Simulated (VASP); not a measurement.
Write the native input for VASP 6.6.1 that does the following.

```
Task                   : single point
Functional             : LDA
Potentials or basis    : VASP PAW LDA potentials, release 64 (Cs_sv, Cu, Au, Cl)
Cutoff                 : 520 eV
k mesh                 : 4 × 4 × 4
Occupations            : fermi-dirac, width 0.15 eV
Spin                   : no spin polarisation
Dipole correction      : no
Further INCAR settings : ALGO = Normal; EDIFF = 1e-07; NBANDS = 52
```

The structure of Cs2CuAuCl6 lies in POSCAR:

```
Cs2CuAuCl6
1.0
    0.0000000000      5.0908720000      5.0908720000
    5.0908720000      0.0000000000      5.0908720000
    5.0908720000      5.0908720000      0.0000000000
Cs Cu Au Cl
2 1 1 6
Direct
    0.7500000000      0.7500000000      0.7500000000
    0.2500000000      0.2500000000      0.2500000000
    0.5000000000      0.5000000000      0.5000000000
    0.0000000000      0.0000000000      0.0000000000
    0.7428260000      0.2571740000      0.2571740000
    0.2571740000      0.2571740000      0.7428260000
    0.2571740000      0.7428260000      0.7428260000
    0.2571740000      0.7428260000      0.2571740000
    0.7428260000      0.2571740000      0.7428260000
    0.7428260000      0.7428260000      0.2571740000
```

These files were run (other wordings do the same):

INCAR

```
  PREC = Accurate
  ENCUT = 520
  EDIFF = 1E-7
  ISMEAR = -1
  SIGMA = 0.15
  LREAL = False
  LASPH = True
  NELM = 100
  ALGO = Normal
  ISIF = 2
  LWAVE = False
  LCHARG = False
  GGA = CA
  NBANDS = 52
```

KPOINTS

```
Automatic mesh
0
Gamma
  4 4 4
```

Potentials or basis: VASP PAW LDA potentials, release 64 (Cs_sv, Cu, Au, Cl).

Launch:

```sh
$ cat potpaw_LDA.64/Cs_sv/POTCAR potpaw_LDA.64/Cu/POTCAR potpaw_LDA.64/Au/POTCAR potpaw_LDA.64/Cl/POTCAR > POTCAR
$ mpirun -np 1 vasp_std > vasp.out
```

It gave:

- Pressure: -4.8 GPa
- Largest force: 0.056 eV/Å
- Band gap on the k mesh: zero (band 41 reaches 2.19 eV, above the bottom of band 42 at 1.08 eV)

Caveat: spin-orbit coupling is left out, which moves the levels of the heavy elements; semilocal functionals often make such compounds metallic where correlation or magnetic order opens a gap, which also shifts bond lengths.

Wall time 2.7 min on 1 thread of Intel(R) Xeon(R) Platinum 8375C CPU @ 2.90GHz (Ice Lake) (shared host), peak memory 0.38 GiB.
